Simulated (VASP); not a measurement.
The system is CoO.

```
Co O
1.0
     0.00000    2.13150    2.13150
     2.13150    0.00000    2.13150
     2.13150    2.13150    0.00000
Co O
1 1
Cartesian
  0.0000 0.0000 0.0000
  2.1315 2.1315 2.1315
```

Base run:

```yaml
Program: VASP 6.6.1
Functional: PBE
Potentials_or_basis: VASP PAW PBE potentials, release 64 (Co, O)
Cutoff: 520 eV
k_mesh: 9 × 9 × 9
Occupations: fermi-dirac, width 0.02 eV
Spin: collinear spin, ferromagnetic start
Starting_moments: "[3.95, 0.0] μB"
Fixed_moment: 3.95 μB
Hubbard_terms: Co d U = 4.8 eV
```

Its results: pressure 18.4 GPa; site moments Co +3.23; O +0.53 μB.

Q: After a change of settings the same cell gave: pressure 32.2 GPa; site moments Co +3.51; O +0.69 μB. Which change was it?
A. fixed moment from 3.95 μB to 4.52 μB; moments at the start from [3.95, 0.0] to [4.52, 0.0]
B. fixed moment from 3.95 μB to 2.82 μB; moments at the start from [3.95, 0.0] to [2.82, 0.0]
C. fixed moment from 3.95 μB to 1.13 μB; moments at the start from [3.95, 0.0] to [1.13, 0.0]
D. fixed moment from 3.95 μB to none; moments at the start from [3.95, 0.0] to [0.3, 0.0]

A: A.

Caveats: the cell stands under pressure; the total moment is fixed, so each spin has its own Fermi level; a cell with one magnetic atom can't hold antiferromagnetic order, which such compounds often take.
